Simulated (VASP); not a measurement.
Runs of VASP 6.6.1 on SnC3. The structure is that of space group P-4m2 (No. 115), or close to it. The cells are those of the table. 

| level | cell | smearing | gap on the mesh (eV) | pressure (GPa) | largest force (eV/Å) |
| --- | --- | --- | --- | --- | --- |
| r2SCAN | a = 2.979, b = 2.979, c = 4.765 Å, 4 atoms | fermi-dirac 0.02 eV | (a) | -5.7 | 0.01 |
| r2SCAN | a = 3.022, b = 3.022, c = 4.711 Å, 4 atoms | gaussian 0.01 eV | 0.23 | -8.0 | - |
| PBE | a = 2.979, b = 2.979, c = 4.765 Å, 4 atoms | fermi-dirac 0.02 eV | (c) | -3.3 | (d) |
| PBE | a = 3.022, b = 3.022, c = 4.711 Å, 4 atoms | fermi-dirac 0.02 eV | 0.18 | -5.6 | (b) |

Alike in all rows: task single point; potentials or basis VASP PAW PBE potentials, release 64 (C, Sn_d); no spin polarisation; k mesh 8 × 8 × 6; cutoff (eV) 520.

Q: Estimate the missing entries.

A: (a) 0.07; (b) 0.32; (c) 0.01; (d) 0.33.

Caveats: spin-orbit coupling is left out, which moves the levels of the heavy elements; the PAW data sets were made with another functional, which shifts forces and pressure a little (some runs).

A k mesh can miss the band edges, and the runs leave out spin-orbit coupling on Sn.
